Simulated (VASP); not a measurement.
Crystal: CuB6.

```
CELL_PARAMETERS angstrom
0.00000 3.13927 3.13927
3.13927 0.00000 3.13927
3.13927 3.13927 0.00000
ATOMIC_POSITIONS crystal
Cu 0.00000 0.00000 0.00000
B 0.50000 0.50000 0.00000
B 0.50000 0.00000 0.50000
B 0.00000 0.00000 0.50000
B 0.00000 0.50000 0.00000
B 0.00000 0.50000 0.50000
B 0.50000 0.00000 0.00000
```

* Program: VASP 6.6.1
* Task: relaxation of cell and atoms
* Functional: PBE
* Potentials or basis: VASP PAW PBE potentials, release 64 (Cu, B)
* Cutoff: 600 eV
* k mesh: 6 × 6 × 6
* Occupations: gaussian, width 0.1 eV
* Spin: no spin polarisation

At the start: pressure -28.4 GPa; volume 8.84 Å³/atom.

Task: How do energy, volume and symmetry change on relaxing?

Result: Over 3 steps the energy falls by 144.9 meV/atom and the volume is 7.43 Å³/atom (-16.0 %); space group Fm-3m (No. 225, to 0.05 Å).

Step by step:
```tsv
step	energy change (eV)	largest force (eV/Å)	pressure (GPa)	volume (Å³)
1	0.0000	0.0000	-28.39	61.88
2	-0.8654	0.0000	16.14	48.88
3	-1.0143	0.0000	0.09	51.98
```

Final structure:
```yaml
crystal:
  lattice:
    - [0.00000, 2.96207, 2.96207]
    - [2.96207, 0.00000, 2.96207]
    - [2.96207, 2.96207, 0.00000]
  atoms:
    - { symbol: Cu, position: [0.00000, 0.00000, 0.00000] }
    - { symbol: B, position: [0.50000, 0.50000, 0.00000] }
    - { symbol: B, position: [0.50000, 0.00000, 0.50000] }
    - { symbol: B, position: [0.00000, 0.00000, 0.50000] }
    - { symbol: B, position: [0.00000, 0.50000, 0.00000] }
    - { symbol: B, position: [0.00000, 0.50000, 0.50000] }
    - { symbol: B, position: [0.50000, 0.00000, 0.00000] }
```

Caveat: the volume moved by over 15 % at a fixed basis, so the end points are rough.
